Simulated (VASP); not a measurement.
# MgO (Fm-3m) in VASP: a series of runs, part 2 of 2

VASP 6.6.1.

**3. Relaxation of cell and atoms, PBEsol**

INCAR reads:

```
SYSTEM = MgO
ALGO = Normal
EDIFF = 1E-7
EDIFFG = -0.01
ENCUT = 600
GGA = PS
GGA_COMPAT = .False.
IBRION = 2
ISIF = 3
ISMEAR = 0
LASPH = .True.
LCHARG = .False.
LREAL = .False.
LWAVE = .False.
NELM = 120
NELMIN = 4
NSW = 80
PREC = Accurate
SIGMA = 0.01
```

KPOINTS reads:

```
k-points
0
Gamma
  10 10 10
  0 0 0
```

POSCAR reads:

```
MgO
1.0
    0.0000000000      2.1085000000      2.1085000000
    2.1085000000      0.0000000000      2.1085000000
    2.1085000000      2.1085000000      0.0000000000
Mg O
1 1
Direct
    0.0000000000      0.0000000000      0.0000000000
    0.5000000000      0.5000000000      0.5000000000
```

Potentials or basis: VASP PAW PBE potentials, release 64 (Mg, O).

Started as:

```
> cat potpaw_PBE.64/Mg/POTCAR potpaw_PBE.64/O/POTCAR > POTCAR
> mpirun -np 1 vasp_std > vasp.out
```

OUTCAR:

```text
SYSTEM = MgO
   EDIFF = 1E-7
   EDIFFG = -0.01
   ENCUT = 600
   GGA = PS
   IBRION = 2
   ISIF = 3
   ISMEAR = 0
   LASPH = .True.
   LREAL = .False.
   NELM = 120
   NELMIN = 4
   NSW = 80
   PREC = Accurate

 ion  position               nearest neighbor table
   1  0.000  0.000  0.000-   2 2.11   2 2.11   2 2.11   2 2.11   2 2.11   2 2.11
   2  0.500  0.500  0.500-   1 2.11   1 2.11   1 2.11   1 2.11   1 2.11   1 2.11

  LATTYP: Found a face centered cubic cell.
 ALAT       =     4.2170000000

  Lattice vectors:

 A1 = (   0.0000000000,   2.1085000000,   2.1085000000)
 A2 = (   2.1085000000,   0.0000000000,   2.1085000000)
 A3 = (   2.1085000000,   2.1085000000,   0.0000000000)

Analysis of symmetry for initial positions (statically):
=====================================================================
 Subroutine PRICEL returns:
 Original cell was already a primitive cell.

 Routine SETGRP: Setting up the symmetry group for a
 face centered cubic supercell.

 Subroutine GETGRP returns: Found 48 space group operations
 (whereof 48 operations were pure point group operations)
 out of a pool of 48 trial point group operations.

The static configuration has the point symmetry O_h .

[... 170 lines left out ...]
  in kB      -10.3549062    -10.3549062    -10.3549062     -0.0000000      0.0000000     -0.0000000
  external PRESSURE =     -10.3549062 kB  Pullay stress =       0.0000000 kB
[... 59 lines left out ...]
--------------------------------------- Ionic step        3  -------------------------------------------

 number of electron       8.0000005 magnetization

 Free energy of the ion-electron system (eV)
  ---------------------------------------------------
  ext. energy  EPLUGINS =         0.00000000
  ---------------------------------------------------
  free energy    TOTEN  =       -12.51573475 eV

  energy without entropy =      -12.51573475  energy(sigma->0) =      -12.51573475

 E-fermi :   3.1606     XC(G=0): -11.3246

 val. band max:        3.0881591425   @ k =   0.0000   0.0000   0.0000
 cond. band min:       7.7532905174   @ k =   0.0000   0.0000   0.0000
 fundamental gap:      4.6651313749
 Fermi energy:         3.1605554515

 k-point     1 :       0.0000    0.0000    0.0000
  band No.  band energies     occupation
      1     -14.1326      2.00000
      2       3.0882      2.00000
      3       3.0882      2.00000
      4       3.0882      2.00000
      5       7.7533      0.00000
      6      18.7394      0.00000
      7      18.7394      0.00000
      8      18.7394      0.00000
[... 243 lines left out ...]
 k-point    24 :       0.4000    0.3000    0.0000
  band No.  band energies     occupation
      1     -12.8601      2.00000
      2      -0.5488      2.00000
      3       1.7606      2.00000
      4       1.9850      2.00000
      5      12.5824      0.00000
      6      13.1079      0.00000
      7      16.6009      0.00000
      8      21.1730      0.00000

 [... further k-points ...]

------------------------ aborting loop because EDIFF is reached ----------------------------------------

  FORCE on cell =-STRESS in cart. coord.  units (eV):
  Direction    XX          YY          ZZ          XY          YZ          ZX
  --------------------------------------------------------------------------------------
  -------------------------------------------------------------------------------------
  Total        0.0004071      0.0004071      0.0004071      0.0000000     -0.0000000     -0.0000000
  in kB        0.0350173      0.0350173      0.0350173      0.0000000     -0.0000000     -0.0000000
  external PRESSURE =       0.0350173 kB  Pullay stress =       0.0000000 kB
[... 17 lines left out ...]
  FREE ENERGIE OF THE ION-ELECTRON SYSTEM (eV)
  ---------------------------------------------------
  free  energy   TOTEN  =       -12.5157347472 eV

  energy  without entropy=      -12.5157347472  energy(sigma->0) =      -12.51573475

 reached required accuracy - stopping structural energy minimisation
```

OSZICAR:

```text
N       E                     dE             d eps       ncg     rms          rms(c)
DAV:   1     0.187169050761E+02    0.18717E+02   -0.52143E+03   840   0.101E+03
DAV:   2    -0.133950165089E+02   -0.32112E+02   -0.30961E+02   944   0.157E+02
DAV:   3    -0.138979203254E+02   -0.50290E+00   -0.50290E+00   952   0.221E+01
[... 21 lines left out ...]
DAV:   2    -0.125157378952E+02    0.26813E-03   -0.19304E-03   752   0.326E-01    0.120E-02
DAV:   3    -0.125157366333E+02    0.12619E-05   -0.16053E-05   832   0.497E-02    0.741E-03
DAV:   4    -0.125157349109E+02    0.17224E-05   -0.14173E-06   792   0.126E-02    0.164E-03
DAV:   5    -0.125157347341E+02    0.17679E-06   -0.16288E-07   408   0.323E-03    0.364E-04
DAV:   6    -0.125157347472E+02   -0.13079E-07   -0.50776E-09   408   0.789E-04
   3 F= -.12515735E+02 E0= -.12515735E+02  d E =-.398422E-03
```

CONTCAR:

```text
MgO
   1.00000000000000
    -0.0000000000000000    2.1038992580877038    2.1038992580877038
     2.1038992580877038    0.0000000000000000    2.1038992580877038
     2.1038992580877038    2.1038992580877038    0.0000000000000000
  Mg              O
     1     1
Direct
     0.0000000000000000    0.0000000000000000    0.0000000000000000
     0.5000000000000000    0.5000000000000000    0.5000000000000000

  0.00000000E+00  0.00000000E+00  0.00000000E+00
  0.00000000E+00  0.00000000E+00  0.00000000E+00
```

Run time: 14 s. Hardware: 1 thread of Intel Xeon Platinum 8559C (Emerald Rapids), shared host; peak memory 0.15 GiB.

What came out:

| Item | Value |
| --- | --- |
| Free energy | -12.5157 eV |
| Relaxed volume | 9.31 Å³/atom |
| Relaxed cell | a = 2.975 Å, b = 2.975 Å, c = 2.975 Å, α = 60.00°, β = 60.00°, γ = 60.00° |
| Space group after relaxing (to 0.1 Å) | Fm-3m (No. 225) |
| Energy gained by relaxing | 0.2 meV/atom |
| Ionic steps | 3 |
| Pressure after relaxing | 0.0 GPa |
| Band gap on the k mesh | 4.67 eV |

The path:
```
step  energy change (eV)  largest force (eV/Å)  pressure (GPa)  volume (Å³)
   1              0.0000                0.0000           -1.04        18.75
   2             -0.0004                0.0000            0.36        18.58
   3             -0.0004                0.0000            0.00        18.63
```

Final structure:
```cif
data_structure
_symmetry_space_group_name_H-M 'P 1'
_symmetry_Int_Tables_number 1
_cell_length_a 2.9754
_cell_length_b 2.9754
_cell_length_c 2.9754
_cell_angle_alpha 60.000
_cell_angle_beta 60.000
_cell_angle_gamma 60.000
_cell_volume 18.63
loop_
_atom_site_label
_atom_site_type_symbol
_atom_site_fract_x
_atom_site_fract_y
_atom_site_fract_z
_atom_site_occupancy
Mg1 Mg 0.00000 0.00000 0.00000 1
O1 O 0.50000 0.50000 0.50000 1
```

Caveat: the PAW data sets were made with another functional, which shifts forces and pressure a little. PBEsol gaps usually lie below the measured ones, often by a third to a half.

**4. How close it comes**

Step 2. Against the measured gap of MgO, 7.83 eV (quoted in “Electronic structure of alkaline earth and post-transition metal oxides”, 2009, arxiv:0908.1581), the calculated 4.62 eV is off by -3.21 eV. The value is that of PBEsol, without temperature or zero-point motion. Semilocal functionals fall short of measured gaps as a rule.
